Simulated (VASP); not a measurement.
# Zr2O: single point with PBEsol

Crystal: Zr2O.

```
Zr O
1.0
     5.54153    0.00000    0.00000
     0.00000    5.54153    0.00000
     0.00000    0.00000    3.60199
Zr O
4 2
Direct
  0.25000 0.25000 0.75000
  0.75000 0.25000 0.25000
  0.25000 0.75000 0.25000
  0.75000 0.75000 0.75000
  0.00000 0.00000 0.00000
  0.50000 0.50000 0.50000
```

This cell differs from its parent crystal: ratio of the length along z to the lengths across it x 0.65, volume and fractional coordinates fixed.

```yaml
Program: VASP 6.6.1
Task: single point
Functional: PBEsol
Potentials_or_basis: VASP PAW PBE potentials, release 64 (Zr_sv, O)
Cutoff: 520 eV
k_mesh: 12 × 12 × 12
Occupations: gaussian, width 0.15 eV
Spin: no spin polarisation
Dipole_correction: no
Further_INCAR_settings: ALGO = Normal; EDIFF = 1e-06; NBANDS = 39
```

* Pressure: -6.6 GPa
* Band gap on the k mesh: zero (bands 30 and 31 overlap by 0.72 eV)

Stress tensor (GPa, compression positive):
```
-9.73  0.00  0.00
 0.00 -9.73  0.00
 0.00  0.00 -0.42
```

Levels at points of the mesh, in eV from the Fermi level:
```tsv
k point	band 26	band 27	band 28	band 29	band 30	band 31	band 32	band 33	band 34	band 35
(0.00, 0.00, 0.00)	-1.88	-1.88	-1.58	-0.85	-0.29	-0.01	0.55	1.29	1.29	1.78
(0.50, 0.00, 0.00)	-2.86	-0.63	-0.63	-0.61	-0.61	0.29	0.29	0.93	0.93	1.58
(0.50, 0.50, 0.00)	-2.28	-1.16	-1.16	-0.32	-0.32	0.55	0.55	0.71	0.71	1.29
(0.00, 0.00, 0.50)	-1.27	-0.90	-0.90	0.15	0.15	1.01	1.01	1.48	1.48	1.70
(0.50, 0.00, 0.50)	-1.46	-1.38	-1.38	0.34	0.34	0.61	0.61	1.03	1.03	1.80
(0.50, 0.50, 0.50)	-2.50	-1.24	-1.02	-0.38	0.34	0.34	1.65	1.65	1.87	3.10
```

Run time: 21 min on 1 thread of Intel Xeon 8259CL, on a shared host, peak memory 0.67 GiB.

Caveat: the stress differs along the axes, from -10 to -0 GPa; the PAW data sets were made with another functional, which shifts forces and pressure a little.
